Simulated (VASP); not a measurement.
Here is a VASP 6.6.1 calculation.

INCAR

```
ALGO     = Normal         # electronic algorithm
EDIFF    = 1E-6           # SCF threshold, eV
ENCUT    = 520            # plane-wave cutoff, eV
GGA      = PS             # functional
ISIF     = 2              # what is computed and relaxed
ISMEAR   = -1             # smearing method
LASPH    = T              # aspherical terms in the spheres
LCHARG   = F              # write CHGCAR
LREAL    = F              # projectors in reciprocal space
LWAVE    = F              # write WAVECAR
NBANDS   = 36             # bands
NELM     = 80             # most SCF steps
PREC     = Accurate       # precision mode
SIGMA    = 0.05           # smearing width, eV
```

The input KPOINTS:

```
k-points
0
Gamma
  4 4 4
```

POSCAR

```
GaGe3
1.0
    4.2784660000      0.0000000000      0.0000000000
    0.0000000000      4.2784660000      0.0000000000
    0.0000000000      0.0000000000      4.2784660000
Ge Ga
3 1
Direct
    0.5000000000      0.5000000000      0.0000000000
    0.5000000000      0.0000000000      0.5000000000
    0.0000000000      0.5000000000      0.5000000000
    0.0000000000      0.0000000000      0.0000000000
```

Potentials or basis: VASP PAW PBE potentials, release 64 (Ge_d, Ga_d).

Launch:

```bash
$ cat potpaw_PBE.64/Ge_d/POTCAR potpaw_PBE.64/Ga_d/POTCAR > POTCAR
$ mpirun -np 1 vasp_std > vasp.out
```

Task: Estimate the pressure.

Result: -3.8 GPa.

Caveat: the k points lie up to 0.37 Å⁻¹ apart; the PAW data sets were made with another functional, which shifts forces and pressure a little.
